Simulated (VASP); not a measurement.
# Bi (C2/m) in VASP: a series of runs, part 2 of 2

VASP 6.6.1. The steps go on from the part before.

### 5 Single point, LDA (volume scaled by 1.04)

Input file INCAR:

```
PREC = Accurate
ENCUT = 520
EDIFF = 1E-6
ISMEAR = -1
SIGMA = 0.05
LREAL = F
LASPH = T
NELM = 60
ALGO = Fast
ISIF = 2
LWAVE = F
LCHARG = T
LELF = T
LVHAR = T
NBANDS = 22
```

Input file KPOINTS:

```
regular mesh
0
Gamma
  6 6 9
```

Input file POSCAR:

```
Bi
1.0
    3.5345058698     -3.1738008589      0.0000000000
    3.5345058698      3.1738008589      0.0000000000
   -1.2768189413      0.0000000000      3.1545224618
Bi
2
Direct
    0.7530610000      0.7530610000      0.8573820000
    0.2469390000      0.2469390000      0.1426180000
```

Potentials or basis: VASP PAW LDA potentials, release 64 (Bi_d).

Command:

```console
$ cat potpaw_LDA.64/Bi_d/POTCAR > POTCAR
$ mpirun -np 1 vasp_std > vasp.out
```

OUTCAR:

```text
PREC = Accurate
   ENCUT = 520
   EDIFF = 1E-6
   ISMEAR = -1
   LREAL = F
   LASPH = T
   NELM = 60
   ISIF = 2

 ion  position               nearest neighbor table
   1  0.753  0.753  0.857-   2 3.25   2 3.32   2 3.32   2 3.49
   2  0.247  0.247  0.143-   1 3.25   1 3.32   1 3.32   1 3.49

  LATTYP: Found a base centered monoclinic cell.
 ALAT       =     7.0690117396
 B/A-ratio  =     0.8979475423
 C/A-ratio  =     0.4814149259
 COS(beta)  =    -0.3751898342

  Lattice vectors:

 A1 = (   3.5345058698,  -3.1738008589,   0.0000000000)
 A2 = (   3.5345058698,   3.1738008589,   0.0000000000)
 A3 = (  -1.2768189413,   0.0000000000,   3.1545224618)

Analysis of symmetry for initial positions (statically):
=====================================================================
 Subroutine PRICEL returns:
 Original cell was already a primitive cell.

 Routine SETGRP: Setting up the symmetry group for a
 base centered monoclinic supercell.

 Subroutine GETGRP returns: Found  4 space group operations
 (whereof  4 operations were pure point group operations)
 out of a pool of  4 trial point group operations.

The static configuration has the point symmetry C_2h.

Analysis of symmetry for dynamics (positions and initial velocities):
=====================================================================
 Subroutine PRICEL returns:
 Original cell was already a primitive cell.

 Routine SETGRP: Setting up the symmetry group for a
 base centered monoclinic supercell.

 Subroutine GETGRP returns: Found  4 space group operations
 (whereof  4 operations were pure point group operations)
 out of a pool of  4 trial point group operations.

The dynamic configuration has the point symmetry C_2h.

 Subroutine INISYM returns: Found  4 space group operations
 (whereof  4 operations are pure point group operations),
 and found     1 'primitive' translations

----------------------------------------------------------------------------------------

                                     Primitive cell

  volume of cell :      70.7737

  direct lattice vectors                    reciprocal lattice vectors
     3.534505870 -3.173800859  0.000000000     0.141462490 -0.157539815  0.057258108
     3.534505870  3.173800859  0.000000000     0.141462490  0.157539815  0.057258108
    -1.276818941  0.000000000  3.154522462     0.000000000  0.000000000  0.317005192

  length of vectors
     4.750341423  4.750341423  3.403127763     0.219337457  0.219337457  0.317005192

  position of ions in fractional coordinates (direct lattice)
     0.753061000  0.753061000  0.857382000
     0.246939000  0.246939000  0.142618000

  ion indices of the primitive-cell ions
   primitive index   ion index
                 1           1
                 2           2

----------------------------------------------------------------------------------------

 KPOINTS: regular mesh

Automatic generation of k-mesh.
 Grid dimensions read from file:
 generate k-points for:    6    6    9

 Generating k-lattice:

  Cartesian coordinates                     Fractional coordinates (reciprocal lattice)
     0.023577082 -0.026256636  0.009543018     0.166666667  0.000000000  0.000000000
     0.023577082  0.026256636  0.009543018     0.000000000  0.166666667  0.000000000
     0.000000000  0.000000000  0.035222799     0.000000000  0.000000000  0.111111111

  Length of vectors
     0.036556243  0.036556243  0.035222799

  Shift w.r.t. Gamma in fractional coordinates (k-lattice)
     0.000000000  0.000000000  0.000000000

 Subroutine IBZKPT returns following result:
 ===========================================

 Found     97 irreducible k-points:

 Following reciprocal coordinates:
            Coordinates               Weight
  0.000000  0.000000  0.000000      1.000000
  0.166667  0.000000  0.000000      4.000000
  0.333333  0.000000  0.000000      4.000000
  0.500000  0.000000 -0.000000      2.000000
  0.166667  0.166667  0.000000      2.000000
  0.333333  0.166667 -0.000000      4.000000
[... 16 lines left out ...]
 -0.333333  0.166667  0.111111      4.000000
 -0.166667  0.166667  0.111111      4.000000
 [... further k-points ...]
   k-points           NKPTS =     97   k-points in BZ     NKDIM =     97   number of bands    NBANDS=     22
   number of dos      NEDOS =    301   number of ions     NIONS =      2
   total plane-waves  NPLWV =  36288
   dimension x,y,z NGX =    36 NGY =   36 NGZ =   28
   dimension x,y,z NGXF=    72 NGYF=   72 NGZF=   56
   ions per type =               2
   NGX,Y,Z   is equivalent  to a cutoff of  12.60, 12.60, 13.68 a.u.
   NGXF,Y,Z  is equivalent  to a cutoff of  25.20, 25.20, 27.36 a.u.
 SYSTEM =  unknown system
   PREC   = accura    normal or accurate (medium, high low for compatibility)
   ISTART =      0    job   : 0-new  1-cont  2-samecut
   ICHARG =      2    charge: 1-file 2-atom 10-const
   ISPIN  =      1    spin polarized calculation?
   LNONCOLLINEAR =      F non collinear calculations
   LSORBIT =      F    spin-orbit coupling
   LASPH  =      T    aspherical Exc in radial PAW
   ENCUT  =  520.0 eV  38.22 Ry    6.18 a.u.   8.83  8.83  6.33*2*pi/ulx,y,z
   NELM   =     60;   NELMIN=  2; NELMDL= -5     # of ELM steps
   EDIFF  = 0.1E-05   stopping-criterion for ELM
   LREAL  =      F    real-space projection
   EDIFFG = 0.1E-04   stopping-criterion for IOM
   NSW    =      0    number of steps for IOM
   IBRION =     -1    ionic relax: 0-MD 1-quasi-New 2-CG
   NFREE  =      0    steps in history (QN), initial steepest desc. (CG)
   ISIF   =      2    stress and relaxation
   ISYM   =      2    0-nonsym 1-usesym 2-fastsym
   POTIM  = 0.5000    time-step for ionic-motion
   TEBEG  =    0.0;   TEEND  =   0.0 temperature during run
   PSTRESS=    0.0 pullay stress
   NELECT =      30.0000    total number of electrons
   NUPDOWN=      -1.0000    fix difference up-down
   EMIN   =  10.00;   EMAX   =-10.00  energy-range for DOS
   EFERMI =   0.00;   METHOD = LEGACY
   ISMEAR =    -1;   SIGMA  =   0.05  broadening in eV -4-tet -1-fermi 0-gaus
   EFERMI_NEDOS =   21; number of points for ismear=-14 and -15
   IALGO  =     68    algorithm
   IMIX   =      4    mixing-type and parameters
     AMIX     =   0.40;   BMIX     =  1.00
     AMIX_MAG =   1.60;   BMIX_MAG =  1.00
  volume/ion in A,a.u.               =      35.39       238.80
  Fermi-wavevector in a.u.,A,eV,Ry     =   1.229772  2.323932 20.576622  1.512339
  Thomas-Fermi vector in A             =   2.364646
   LORBIT       =      0    0 simple, 1 ext, 2 COOP (PROOUT), +10 PAW based schemes
   GGA     = CA    functional components
   LHFCALC =     F    Hartree Fock is set to
   AEXX    =    0.0000 exact exchange contribution
   IVDW    =     0    specifies the selected vdW correction
   LEPSILON=     F    determine dielectric tensor
   LRPA    =     F    only Hartree local field effects (RPA)
 non-spin polarized calculation
 RMM-DIIS sequential band-by-band and
  energy-cutoff  :      520.00
  volume of cell :       70.77
 maximum number of plane-waves:      1927
   NGX = 17   NGY = 17   NGZ = 13

 number of electron      30.0000007 magnetization

 Free energy of the ion-electron system (eV)
  ---------------------------------------------------
  ext. energy  EPLUGINS =         0.00000000
  ---------------------------------------------------
  free energy    TOTEN  =        -8.94894847 eV

  energy without entropy =       -8.94034022  energy(sigma->0) =       -8.94464434

 E-fermi :   6.0338     XC(G=0):  -9.8539

 val. band max:        6.0006100424   @ k =   0.3333   0.3333   0.3333
 cond. band min:       6.0858020805   @ k =   0.1667   0.1667   0.0000
 fundamental gap:      0.0851920381
 Fermi energy:         6.0337941096

 k-point     1 :       0.0000    0.0000    0.0000
  band No.  band energies     occupation
      1     -16.7999      2.00000
      2     -16.7739      2.00000
      3     -16.7337      2.00000
      4     -16.7112      2.00000
      5     -16.6408      2.00000
      6     -16.6178      2.00000
[... 14 lines left out ...]
     21      14.2126      0.00000
     22      14.6750      0.00000

 k-point     2 :       0.1667    0.0000    0.0000
  band No.  band energies     occupation
      1     -16.7863      2.00000
      2     -16.7754      2.00000
      3     -16.7378      2.00000
      4     -16.7013      2.00000
      5     -16.6383      2.00000
      6     -16.6211      2.00000
[... 14 lines left out ...]
     21      14.3261      0.00000
     22      15.3049      0.00000
[... 523 lines left out ...]
     21      14.9644      0.00000
     22      15.7659      0.00000

 k-point    24 :      -0.1667    0.1667    0.1111
  band No.  band energies     occupation
      1     -16.7712      2.00000
      2     -16.7574      2.00000
      3     -16.7318      2.00000
      4     -16.6886      2.00000
      5     -16.6341      2.00000
      6     -16.6253      2.00000
[... 14 lines left out ...]
     21      15.0900      0.00000
     22      15.2026      0.00000

 [... further k-points ...]
[... 5 lines left out ...]
  --------------------------------------------------------------------------------------
  -------------------------------------------------------------------------------------
  Total       -2.1770409     -2.5312353     -2.0077085      0.0000000      0.0000000     -0.0814601
  in kB      -49.2839124    -57.3021739    -45.4505609      0.0000000      0.0000000     -1.8440967
  external PRESSURE =     -50.6788824 kB  Pullay stress =       0.0000000 kB

 VOLUME and BASIS-vectors are now :
 -----------------------------------------------------------------------------
  energy-cutoff  :      520.00
  volume of cell :       70.77
      direct lattice vectors                 reciprocal lattice vectors
     3.534505870 -3.173800859  0.000000000     0.141462490 -0.157539815  0.057258108
     3.534505870  3.173800859  0.000000000     0.141462490  0.157539815  0.057258108
    -1.276818941  0.000000000  3.154522462     0.000000000  0.000000000  0.317005192

 POSITION                                       TOTAL-FORCE (eV/Angst)
 -----------------------------------------------------------------------------------
      4.22868      0.00000      2.70463         0.109868      0.000000      0.078873
      1.56352      0.00000      0.44989        -0.109868      0.000000     -0.078873
 -----------------------------------------------------------------------------------
    total drift:                               -0.000000      0.000000      0.000000

  FREE ENERGIE OF THE ION-ELECTRON SYSTEM (eV)
  ---------------------------------------------------
  free  energy   TOTEN  =        -8.9489484661 eV

  energy  without entropy=       -8.9403402214  energy(sigma->0) =       -8.94464434
```

stdout:

```text
POSCAR found type information on POSCAR Bi
 POSCAR found :  1 types and       2 ions
 scaLAPACK will be used
 LDA part: xc-table for (Slater(with rela. corr.)+CA(PZ))
 , standard interpolation
 POSCAR, INCAR and KPOINTS ok, starting setup
 FFT: planning ... GRIDC
 FFT: planning ... GRID_SOFT
 FFT: planning ... GRID
 WAVECAR not read
 entering main loop
WARNING in EDDRMM: call to ZHEGV failed, returncode =   8  4     22
WARNING in EDDRMM: call to ZHEGV failed, returncode =   8  4     21
```

Wall time 68 s (1 thread of Intel Xeon 6975P-C (Granite Rapids), shared host); peak memory 0.24 GiB.

Results:

```
Free energy            : -8.9489 eV
Pressure               : -5.1 GPa
Largest force          : 0.135 eV/Å
Band gap on the k mesh : zero (band 15 reaches 9.07 eV, above the bottom of band 16 at 4.46 eV)
```

Forces on the atoms (eV/Å):
```
Bi   0.110  0.000  0.079
Bi  -0.110  0.000 -0.079
```

Levels at points of the mesh, in eV from the Fermi level:
```csv
k point,band 13,band 14,band 15,band 16,band 17,band 18
"(0.00, 0.00, 0.00)",-2.90,-2.63,2.91,2.94,3.58,3.90
"(0.50, 0.00, 0.00)",-1.07,-0.93,-0.69,-0.60,3.27,4.33
"(0.50, 0.50, 0.00)",-4.66,-4.64,3.03,3.74,4.90,5.22
```

Caveat: spin-orbit coupling is left out, which moves the levels of the heavy elements.

### 6 Overview

| level | potentials or basis | cell | further INCAR settings | gap on the mesh (eV) | pressure (GPa) | largest force (eV/Å) |
| --- | --- | --- | --- | --- | --- | --- |
| PBEsol | VASP PAW PBE potentials, release 64 (Bi_d) | a = 4.689, b = 4.689, c = 3.359 Å, angles 106.2, 106.2, 83.8°, 2 atoms | ALGO = Fast; EDIFF = 1e-07; NBANDS = 22 | none | -2.5 | 0.06 |
| LDA | VASP PAW LDA potentials, release 64 (Bi_d) | a = 4.720, b = 4.720, c = 3.381 Å, angles 106.2, 106.2, 83.8°, 2 atoms | ALGO = Fast; EDIFF = 1e-07; NBANDS = 22 | none | -4.4 | 0.11 |
| PBEsol | VASP PAW PBE potentials, release 64 (Bi_d) | a = 4.720, b = 4.720, c = 3.381 Å, angles 106.2, 106.2, 83.8°, 2 atoms | ALGO = Fast; EDIFF = 1e-06; NBANDS = 22 | none | -3.4 | 0.08 |
| LDA | VASP PAW LDA potentials, release 64 (Bi_d) | a = 4.750, b = 4.750, c = 3.403 Å, angles 106.2, 106.2, 83.8°, 2 atoms | ALGO = Fast; EDIFF = 1e-06; NBANDS = 22 | none | -5.1 | 0.14 |

Alike in all rows: task single point; no spin polarisation; k mesh 6 × 6 × 9; cutoff (eV) 520; smearing fermi-dirac 0.05 eV.

Caveats: spin-orbit coupling is left out, which moves the levels of the heavy elements; the PAW data sets were made with another functional, which shifts forces and pressure a little (some runs).

Total energies depend on the potentials used, so only differences within one code and one set of settings carry meaning.
